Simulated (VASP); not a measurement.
Wanted: the native input for a VASP 6.6.1 run.

| Quantity | Value |
| --- | --- |
| Task | single point |
| Functional | r2SCAN |
| Potentials or basis | VASP PAW PBE potentials, release 64 (Ga_d, N) |
| Cutoff | 520 eV |
| k mesh | 10 × 10 × 10 |
| Occupations | gaussian, width 0.01 eV |
| Spin | no spin polarisation |
| Dipole correction | no |
| Further INCAR settings | ALGO = Normal; EDIFF = 1e-06; NBANDS = 16 |

Crystal: GaN.

```
Ga N
1.0
     0.00000    2.10852    2.10852
     2.10852    0.00000    2.10852
     2.10852    2.10852    0.00000
Ga N
1 1
Cartesian
  0.0000 0.0000 0.0000
  2.1085 2.1085 2.1085
```

The input as run:

POSCAR

```
GaN
1.0
    0.0000000000      2.1085152362      2.1085152362
    2.1085152362      0.0000000000      2.1085152362
    2.1085152362      2.1085152362      0.0000000000
Ga N
1 1
Direct
    0.0000000000      0.0000000000      0.0000000000
    0.5000000000      0.5000000000      0.5000000000
```

INCAR.step1

```
SYSTEM = GaN
PREC = Accurate
ENCUT = 520
ISMEAR = 0
SIGMA = 0.01
LREAL = .False.
LASPH = .True.
NELM = 100
NBANDS = 16
GGA = PE
ALGO = Normal
EDIFF = 1E-4
LWAVE = .True.
LCHARG = .False.
```

INCAR.step2

```
SYSTEM = GaN
PREC = Accurate
ENCUT = 520
EDIFF = 1E-6
ISMEAR = 0
SIGMA = 0.01
LREAL = .False.
LASPH = .True.
NELM = 100
ALGO = Normal
ISIF = 2
LWAVE = .False.
LCHARG = .False.
METAGGA = R2SCAN
LMIXTAU = .True.
NBANDS = 16
ISTART = 1
```

KPOINTS

```
regular mesh
0
Gamma
  10 10 10
  0 0 0
```

Potentials or basis: VASP PAW PBE potentials, release 64 (Ga_d, N).

Run with:

```sh
$ cat potpaw_PBE.64/Ga_d/POTCAR potpaw_PBE.64/N/POTCAR > POTCAR
$ cp INCAR.step1 INCAR
$ mpirun -np 1 vasp_std > vasp.out
$ cp INCAR.step2 INCAR
$ mpirun -np 1 vasp_std > vasp.out
```

Results of the run:

The pressure is 1.3 GPa. The band gap on the k mesh is 1.18 eV, indirect (least direct gap 3.41 eV).

Caveat: the PAW data sets were made with another functional, which shifts forces and pressure a little.

Run time: 38 s on 1 thread of Intel Xeon 6975P-C, with other jobs on the host, peak memory 0.15 GiB.
